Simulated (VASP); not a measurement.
Crystal: KZnF3.

```
K Zn F
1.0
     4.04617    0.00000    0.00000
     0.00000    4.04617    0.00000
     0.00000    0.00000    4.04617
K Zn F
1 1 3
Direct
  0.00000 0.00000 0.00000
  0.50000 0.50000 0.50000
  0.50000 0.50000 0.00000
  0.00000 0.50000 0.50000
  0.50000 0.00000 0.50000
```

Base run:

* Program: VASP 6.6.1
* Functional: r2SCAN
* Potentials or basis: VASP PAW PBE potentials, release 64 (K_sv, Zn, F)
* Cutoff: 520 eV
* k mesh: 6 × 6 × 6
* Occupations: gaussian, width 0.01 eV
* Spin: no spin polarisation

Its results: band gap on the k mesh 4.59 eV, indirect (least direct gap 6.59 eV); pressure 0.3 GPa.

Q: The run is repeated on the same cell with these changes: functional from r2SCAN to PBE; occupations from gaussian, width 0.01 eV to fermi-dirac, width 0.02 eV. What comes out?

A: Band gap on the k mesh 3.80 eV, indirect (least direct gap 5.67 eV); pressure 5.2 GPa.

Caveats: the PAW data sets were made with another functional, which shifts forces and pressure a little (some runs).

A k mesh can miss the band edges.
